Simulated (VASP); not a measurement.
# KTmI4 (P2/m) in VASP: notebook

KTmI4 is run at these levels: PBE; tasks: single point, relaxation of cell and atoms.

Program: VASP 6.6.1. These are calculated values, not measurements. Logs are shortened: lines on timing, memory, paths and dates and some standing lists are left out, and cuts for length are marked.

### 1 The cell of the first run

It takes space group P2/m (No. 10, monoclinic). Conventional cell: a = 7.531 Å, b = 4.545 Å, c = 8.298 Å, α = 90.00°, β = 93.13°, γ = 90.00°. Within 4.6 Å of K (site symmetry 2/m) lie 6 I at 3.46 to 3.82 Å and 2 K at 4.55 Å. Tm (site symmetry 2/m) has 6 I at 2.95 to 3.06 Å within 3.9 Å. I (site symmetry m) has 2 Tm at 3.06 Å and 1 K at 3.82 Å and 5 I at 4.11 to 4.26 Å within 4.3 Å. Within 3.9 Å of I (site symmetry m) lie 1 Tm at 2.95 Å and 2 K at 3.46 Å.

### 2 Single point, PBE

Input file INCAR:

```
SYSTEM = KTmI4
  ALGO = Normal
  EDIFF = 1E-6
  ENCUT = 500
  GGA = PE
  GGA_COMPAT = .False.
  ISIF = 2
  ISMEAR = 0
  LASPH = .True.
  LCHARG = .False.
  LMAXMIX = 6
  LREAL = .False.
  LWAVE = .False.
  NBANDS = 32
  NELM = 200
  PREC = Accurate
  SIGMA = 0.02
```

Input file KPOINTS:

```
k-points
0
Gamma
  4 6 4
  0 0 0
```

Input file POSCAR:

```
KTmI4
1.0
    7.5307962587      0.0000000000     -0.0611213801
    0.0000000000      4.5452614065      0.0000000000
   -0.3860653369      0.0000000000      8.2892339250
K Tm I
1 1 4
Direct
    0.5000000000      0.5000000000      0.5000000000
    0.0000000000      0.0000000000      0.0000000000
    0.2284135557      0.5000000000      0.8756545123
    0.7715864443      0.5000000000      0.1243454877
    0.7871177201      0.0000000000      0.6914218834
    0.2128822799      0.0000000000      0.3085781166
```

Potentials or basis: VASP PAW PBE potentials, release 64 (K_sv, Tm_3, I), 4f in core.

Launch:

```console
cat potpaw_PBE.64/K_sv/POTCAR potpaw_PBE.64/Tm_3/POTCAR potpaw_PBE.64/I/POTCAR > POTCAR
mpirun -np 1 vasp_std > vasp.out
```

OUTCAR:

```text
SYSTEM = KTmI4
   EDIFF = 1E-6
   ENCUT = 500
   GGA = PE
   ISIF = 2
   ISMEAR = 0
   LASPH = .True.
   LREAL = .False.
   NELM = 200
   PREC = Accurate

 ion  position               nearest neighbor table
   1  0.500  0.500  0.500-   5 3.46   6 3.46   5 3.46   6 3.46
   2  0.000  0.000  0.000-   5 2.95   6 2.95   3 3.06   4 3.06   3 3.06   4 3.06
   3  0.228  0.500  0.876-   2 3.06   2 3.06
   4  0.772  0.500  0.124-   2 3.06   2 3.06
   5  0.787  0.000  0.691-   2 2.95   1 3.46   1 3.46
   6  0.213  0.000  0.309-   2 2.95   1 3.46   1 3.46

  LATTYP: Found a simple monoclinic cell.
 ALAT       =     7.5310442910
 B/A-ratio  =     0.6035366718
 C/A-ratio  =     1.1018683595
 COS(beta)  =    -0.0546294799

  Lattice vectors:

 A1 = (   7.5307962587,   0.0000000000,  -0.0611213801)
 A2 = (   0.0000000000,   4.5452614065,   0.0000000000)
 A3 = (  -0.3860653369,   0.0000000000,   8.2892339250)

Analysis of symmetry for initial positions (statically):
=====================================================================
 Subroutine PRICEL returns:
 Original cell was already a primitive cell.

 Routine SETGRP: Setting up the symmetry group for a
 simple monoclinic supercell.

 Subroutine GETGRP returns: Found  4 space group operations
 (whereof  4 operations were pure point group operations)
 out of a pool of  4 trial point group operations.

The static configuration has the point symmetry C_2h.

Analysis of symmetry for dynamics (positions and initial velocities):
=====================================================================
 Subroutine PRICEL returns:
 Original cell was already a primitive cell.

 Routine SETGRP: Setting up the symmetry group for a
 simple monoclinic supercell.

 Subroutine GETGRP returns: Found  4 space group operations
 (whereof  4 operations were pure point group operations)
 out of a pool of  4 trial point group operations.

The dynamic configuration has the point symmetry C_2h.

 Subroutine INISYM returns: Found  4 space group operations
 (whereof  4 operations are pure point group operations),
 and found     1 'primitive' translations

----------------------------------------------------------------------------------------

                                     Primitive cell

  volume of cell :     283.6286

  direct lattice vectors                    reciprocal lattice vectors
     7.530796259  0.000000000 -0.061121380     0.132838297  0.000000000  0.006186852
     0.000000000  4.545261406  0.000000000     0.000000000  0.220009348  0.000000000
    -0.386065337  0.000000000  8.289233925     0.000979495  0.000000000  0.120684029

  length of vectors
     7.531044291  4.545261406  8.298219418     0.132982293  0.220009348  0.120688004

  position of ions in fractional coordinates (direct lattice)
     0.500000000  0.500000000  0.500000000
     0.000000000  0.000000000  0.000000000
     0.228413556  0.500000000  0.875654512
     0.771586444  0.500000000  0.124345488
     0.787117720  0.000000000  0.691421883
     0.212882280  0.000000000  0.308578117

  ion indices of the primitive-cell ions
   primitive index   ion index
                 1           1
                 2           2
                 3           3
                 4           4
                 5           5
                 6           6

----------------------------------------------------------------------------------------

 KPOINTS: k-points

Automatic generation of k-mesh.
 Grid dimensions read from file:
 generate k-points for:    4    6    4

 Generating k-lattice:

  Cartesian coordinates                     Fractional coordinates (reciprocal lattice)
     0.033209574  0.000000000  0.001546713     0.250000000  0.000000000  0.000000000
     0.000000000  0.036668225  0.000000000     0.000000000  0.166666667  0.000000000
     0.000244874  0.000000000  0.030171007     0.000000000  0.000000000  0.250000000

  Length of vectors
     0.033245573  0.036668225  0.030172001

  Shift w.r.t. Gamma in fractional coordinates (k-lattice)
     0.000000000  0.000000000  0.000000000

 Subroutine IBZKPT returns following result:
 ===========================================

 Found     40 irreducible k-points:

 Following reciprocal coordinates:
            Coordinates               Weight
  0.000000  0.000000  0.000000      1.000000
  0.250000  0.000000  0.000000      2.000000
  0.500000  0.000000  0.000000      1.000000
  0.000000  0.166667  0.000000      2.000000
  0.250000  0.166667  0.000000      4.000000
  0.500000  0.166667  0.000000      2.000000
[... 16 lines left out ...]
  0.500000  0.333333  0.250000      4.000000
 -0.250000  0.333333  0.250000      4.000000
 [... further k-points ...]
   k-points           NKPTS =     40   k-points in BZ     NKDIM =     40   number of bands    NBANDS=     32
   number of dos      NEDOS =    301   number of ions     NIONS =      6
   total plane-waves  NPLWV = 129024
   dimension x,y,z NGX =    56 NGY =   36 NGZ =   64
   dimension x,y,z NGXF=   112 NGYF=   72 NGZF=  128
   ions per type =               1   1   4
   NGX,Y,Z   is equivalent  to a cutoff of  12.36, 13.17, 12.82 a.u.
   NGXF,Y,Z  is equivalent  to a cutoff of  24.72, 26.33, 25.64 a.u.
 SYSTEM =  KTmI4
   PREC   = accura    normal or accurate (medium, high low for compatibility)
   ISTART =      0    job   : 0-new  1-cont  2-samecut
   ICHARG =      2    charge: 1-file 2-atom 10-const
   ISPIN  =      1    spin polarized calculation?
   LNONCOLLINEAR =      F non collinear calculations
   LSORBIT =      F    spin-orbit coupling
   LASPH  =      T    aspherical Exc in radial PAW
   ENCUT  =  500.0 eV  36.75 Ry    6.06 a.u.  13.73  8.29 15.13*2*pi/ulx,y,z
   NELM   =    200;   NELMIN=  2; NELMDL= -5     # of ELM steps
   EDIFF  = 0.1E-05   stopping-criterion for ELM
   LREAL  =      F    real-space projection
   EDIFFG = 0.1E-04   stopping-criterion for IOM
   NSW    =      0    number of steps for IOM
   IBRION =     -1    ionic relax: 0-MD 1-quasi-New 2-CG
   NFREE  =      0    steps in history (QN), initial steepest desc. (CG)
   ISIF   =      2    stress and relaxation
   ISYM   =      2    0-nonsym 1-usesym 2-fastsym
   POTIM  = 0.5000    time-step for ionic-motion
   TEBEG  =    0.0;   TEEND  =   0.0 temperature during run
   PSTRESS=    0.0 pullay stress
   NELECT =      46.0000    total number of electrons
   NUPDOWN=      -1.0000    fix difference up-down
   EMIN   =  10.00;   EMAX   =-10.00  energy-range for DOS
   EFERMI =   0.00;   METHOD = LEGACY
   ISMEAR =     0;   SIGMA  =   0.02  broadening in eV -4-tet -1-fermi 0-gaus
   EFERMI_NEDOS =   21; number of points for ismear=-14 and -15
   IALGO  =     38    algorithm
   IMIX   =      4    mixing-type and parameters
     AMIX     =   0.40;   BMIX     =  1.00
     AMIX_MAG =   1.60;   BMIX_MAG =  1.00
  volume/ion in A,a.u.               =      47.27       319.00
  Fermi-wavevector in a.u.,A,eV,Ry     =   0.892779  1.687108 10.844590  0.797055
  Thomas-Fermi vector in A             =   2.014772
   LORBIT       =      0    0 simple, 1 ext, 2 COOP (PROOUT), +10 PAW based schemes
   GGA     = PE    functional components
   LHFCALC =     F    Hartree Fock is set to
   AEXX    =    0.0000 exact exchange contribution
   IVDW    =     0    specifies the selected vdW correction
   LEPSILON=     F    determine dielectric tensor
   LRPA    =     F    only Hartree local field effects (RPA)
 non-spin polarized calculation
 Gauss-broadening in eV      SIGMA  =   0.02
  energy-cutoff  :      500.00
  volume of cell :      283.63
 maximum number of plane-waves:      7232
 NGX is ok and might be reduce to    56
   NGX = 27   NGY = 17   NGZ = 31

 number of electron      46.0000003 magnetization

 Free energy of the ion-electron system (eV)
  ---------------------------------------------------
  ext. energy  EPLUGINS =         0.00000000
  ---------------------------------------------------
  free energy    TOTEN  =       -19.93122363 eV

  energy without entropy =      -19.93122363  energy(sigma->0) =      -19.93122363

 E-fermi :   0.4666     XC(G=0):  -7.2037

 val. band max:        0.2917162357   @ k =   0.0000   0.0000   0.0000
 cond. band min:       2.8605098221   @ k =   0.0000   0.0000   0.0000
 fundamental gap:      2.5687935864
 Fermi energy:         0.4666419603

 k-point     1 :       0.0000    0.0000    0.0000
  band No.  band energies     occupation
      1     -28.8448      2.00000
      2     -24.8843      2.00000
      3     -24.8296      2.00000
      4     -24.7721      2.00000
      5     -12.3616      2.00000
      6     -12.3550      2.00000
[... 24 lines left out ...]
     31       6.1505      0.00000
     32       6.5840      0.00000

 k-point     2 :       0.2500    0.0000    0.0000
  band No.  band energies     occupation
      1     -28.8448      2.00000
      2     -24.8843      2.00000
      3     -24.8296      2.00000
      4     -24.7721      2.00000
      5     -12.3630      2.00000
      6     -12.3559      2.00000
[... 24 lines left out ...]
     31       6.0318      0.00000
     32       6.2487      0.00000

 k-point     3 :       0.5000    0.0000    0.0000
  band No.  band energies     occupation
      1     -28.8448      2.00000
      2     -24.8843      2.00000
      3     -24.8296      2.00000
      4     -24.7721      2.00000
      5     -12.3646      2.00000
      6     -12.3564      2.00000
[... 24 lines left out ...]
     31       5.9583      0.00000
     32       6.2468      0.00000

 k-point     4 :       0.0000    0.1667    0.0000
  band No.  band energies     occupation
      1     -28.8442      2.00000
      2     -24.8827      2.00000
      3     -24.8361      2.00000
      4     -24.7717      2.00000
      5     -12.3672      2.00000
      6     -12.3600      2.00000
[... 654 lines left out ...]
     31       6.6108      0.00000
     32       6.9769      0.00000

 k-point    23 :       0.5000    0.3333    0.2500
  band No.  band energies     occupation
      1     -28.8431      2.00000
      2     -24.8794      2.00000
      3     -24.8491      2.00000
      4     -24.7710      2.00000
      5     -12.4130      2.00000
      6     -12.3577      2.00000
[... 24 lines left out ...]
     31       6.6709      0.00000
     32       6.9241      0.00000

 k-point    24 :      -0.2500    0.3333    0.2500
  band No.  band energies     occupation
      1     -28.8431      2.00000
      2     -24.8794      2.00000
      3     -24.8491      2.00000
      4     -24.7710      2.00000
      5     -12.4137      2.00000
      6     -12.3577      2.00000
[... 24 lines left out ...]
     31       6.7257      0.00000
     32       6.9140      0.00000

 [... further k-points ...]
[... 5 lines left out ...]
  --------------------------------------------------------------------------------------
  -------------------------------------------------------------------------------------
  Total        0.1702412      0.1245821      0.1339170      0.0000000      0.0000000      0.0123063
  in kB        0.9616683      0.7037466      0.7564783      0.0000000      0.0000000      0.0695165
  external PRESSURE =       0.8072978 kB  Pullay stress =       0.0000000 kB

 VOLUME and BASIS-vectors are now :
 -----------------------------------------------------------------------------
  energy-cutoff  :      500.00
  volume of cell :      283.63
      direct lattice vectors                 reciprocal lattice vectors
     7.530796259  0.000000000 -0.061121380     0.132838297  0.000000000  0.006186852
     0.000000000  4.545261406  0.000000000     0.000000000  0.220009348  0.000000000
    -0.386065337  0.000000000  8.289233925     0.000979495  0.000000000  0.120684029

 POSITION                                       TOTAL-FORCE (eV/Angst)
 -----------------------------------------------------------------------------------
      3.57237      2.27263      4.11406        -0.000000      0.000000      0.000000
      0.00000      0.00000      0.00000        -0.000000      0.000000      0.000000
      1.38208      2.27263      7.24454         0.018679      0.000000     -0.014994
      5.76265      2.27263      0.98357        -0.018679     -0.000000      0.014994
      5.66069      0.00000      5.68325        -0.007231      0.000000     -0.019085
      1.48404      0.00000      2.54486         0.007231      0.000000      0.019085
 -----------------------------------------------------------------------------------
    total drift:                                0.000000      0.000000     -0.000000

  FREE ENERGIE OF THE ION-ELECTRON SYSTEM (eV)
  ---------------------------------------------------
  free  energy   TOTEN  =       -19.9312236273 eV

  energy  without entropy=      -19.9312236273  energy(sigma->0) =      -19.93122363
```

It took 4.9 min on 1 thread of Intel Xeon Platinum 8488C (Sapphire Rapids), shared host; peak memory 0.56 GiB.

What came out:

```yaml
Free_energy: -19.9312 eV
Pressure: 0.1 GPa
Largest_force: 0.024 eV/Å
Band_gap_on_the_k_mesh: 2.57 eV
```

Forces in eV/Å, atoms in the order of the input:
```
K    0.000  0.000  0.000
Tm   0.000  0.000  0.000
I    0.019  0.000 -0.015
I   -0.019  0.000  0.015
I   -0.007  0.000 -0.019
I    0.007  0.000  0.019
```

Caveat: spin-orbit coupling is left out, which moves the levels of the heavy elements; the 4f electrons are frozen in the core, so they carry no moment and show no levels. Spin polarisation is off, so any magnetic state and its effect on volume and gap are missing.

[end of part 1 of 2]
